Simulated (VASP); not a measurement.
Input of a VASP 6.6.1 run:

File INCAR:

```
ALGO     = Fast           # electronic algorithm
EDIFF    = 1E-7           # SCF threshold, eV
ENCUT    = 520            # plane-wave cutoff, eV
GGA      = PS             # functional
ISIF     = 2              # what is computed and relaxed
ISMEAR   = 0              # smearing method
LASPH    = T              # aspherical terms in the spheres
LCHARG   = F              # write CHGCAR
LREAL    = F              # projectors in reciprocal space
LWAVE    = F              # write WAVECAR
NBANDS   = 10             # bands
NELM     = 100            # most SCF steps
PREC     = Accurate       # precision mode
SIGMA    = 0.1            # smearing width, eV
```

KPOINTS

```
k-points
0
Gamma
  16 16 16
```

File POSCAR:

```
Li
1.0
    3.4314475492      0.0000000000      0.0000000000
    0.0000000000      3.4314475492      0.0000000000
    0.0343144755      0.0000000000      3.4314475492
Li
2
Direct
    0.0000000000      0.0000000000      0.0000000000
    0.5000000000      0.5000000000      0.5000000000
```

Potentials or basis: VASP PAW PBE potentials, release 64 (Li_sv).

Launch:

```sh
$ cat potpaw_PBE.64/Li_sv/POTCAR > POTCAR
$ mpirun -np 1 vasp_std > vasp.out
```

Problem. Predict the band gap on the k mesh.

Solution. Zero (bands 3 and 4 overlap by 4.49 eV).

Caveat: the cell differs from its parent crystal (shear of c along a, cell held: +1.0 %).
